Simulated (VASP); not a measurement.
## Si8O17 (a cell with a defect): single point with PBE+D3(BJ)

The system is Si8O17 (a cell with a defect).

```
CELL_PARAMETERS angstrom
-4.90280 -4.90280 0.00000
4.90280 -4.90280 0.00000
0.00000 0.00000 6.77820
ATOMIC_POSITIONS crystal
Si 0.16739 0.47506 0.08688
Si 0.94321 0.20365 0.37570
Si 0.76735 0.53552 0.58986
Si 0.98528 0.82578 0.85535
Si 0.66268 0.03066 0.08371
Si 0.47482 0.69137 0.31104
Si 0.27261 0.99102 0.59041
Si 0.45225 0.30383 0.79675
O 0.29763 0.54797 0.26689
O 0.89548 0.34251 0.58296
O 0.58941 0.49175 0.75883
O 0.03000 0.67003 0.01177
O 0.90111 0.72127 0.66103
O 0.68873 0.59580 0.36731
O 0.04250 0.32215 0.19243
O 0.25014 0.40762 0.85827
O 0.72935 0.11201 0.29788
O 0.40030 0.85270 0.47150
O 0.21818 0.89065 0.78841
O 0.50085 0.19496 0.99310
O 0.42830 0.18768 0.59483
O 0.10221 0.03943 0.43754
O 0.54977 0.82726 0.11069
O 0.84347 0.00070 0.93836
O 0.17129 0.92521 0.14178
```

```json
{
  "Program": "VASP 6.6.1",
  "Task": "single point",
  "Functional": "PBE",
  "Dispersion": "D3(BJ)",
  "Potentials or basis": "VASP PAW PBE potentials, release 64 (Si, O)",
  "Cutoff": "520 eV",
  "k mesh": "1 × 1 × 1",
  "Occupations": "fermi-dirac, width 0.02 eV",
  "Spin": "collinear spin",
  "Starting moments": "[0.0, 0.0, 0.0, 0.0, 0.0, 0.0, 0.0, 0.0, 0.0, 0.0, 0.0, 0.0, 0.0, 0.0, 0.0, 0.0, 0.0, 0.0, 0.0, 0.0, 0.0, 0.0, 0.0, 0.0, 1.0] μB"
}
```

* Pressure: 0.5 GPa
* Largest force: 5.194 eV/Å
* Band gap on the k mesh: 1.32 eV
* Net moment: 2.00 μB per cell
* Site moments: Si -0.00, +0.00; O -0.00, +0.00, +0.13, +0.01, +0.04, +0.08, +1.38 μB
* Valence electrons inside the program's atomic spheres: Si 1.60, 1.52, 1.58, 1.62, 1.61, 1.55, 1.73, 1.72; O 5.25, 5.17, 5.18, 5.23, 5.22, 5.29, 5.30, 5.20, 4.66
* Dispersion energy per atom: -0.133 eV

Forces on the atoms (eV/Å):
```
Si   1.636 -1.601 -4.347
Si   1.260  0.601  0.480
Si   1.675  0.135  1.436
Si   0.725 -2.333 -0.889
Si   1.635  1.235 -0.097
Si   1.295 -3.478 -1.182
Si   0.721 -3.490 -1.315
Si   2.184 -1.483 -0.484
O   -1.073 -1.174  0.021
O   -2.098  0.666 -2.551
O   -1.056 -1.987 -1.762
O   -3.243  2.214  3.242
O    0.424  1.190 -0.547
O    0.594  1.213  1.012
O    0.188  3.078  1.260
O    1.695  0.645  2.660
O   -0.959 -2.228  0.788
O   -4.740  0.731 -1.992
O    2.098  1.934  1.839
O   -3.765  0.094  2.192
O   -0.022  2.493  0.307
O    2.359  0.746  0.328
O   -0.427  1.214  1.183
O   -0.963 -0.167 -1.467
O   -0.145 -0.248 -0.115
```

Stress tensor (GPa, compression positive):
```
 0.27 -1.26 -2.24
-1.26 -0.52 -0.61
-2.24 -0.61  1.60
```

Levels at points of the mesh, in eV from the valence-band top:
Spin up:
```
           k point  band 65  band 66  band 67  band 68  band 69  band 70  band 71  band 72
(0.00, 0.00, 0.00)    -1.18    -1.11    -0.90    -0.79     4.21     6.50     6.81     6.93
```
Spin down:
```
           k point  band 63  band 64  band 65  band 66  band 67  band 68  band 69  band 70
(0.00, 0.00, 0.00)    -1.33    -1.22    -1.00     0.00     1.32     1.64     4.24     6.52
```

Run time: 110 s on 1 thread of AMD EPYC 7R43 64-Core Processor (Zen 3), with other jobs on the host, peak memory 0.4 GiB.

Caveat: the k points lie up to 0.93 Å⁻¹ apart.
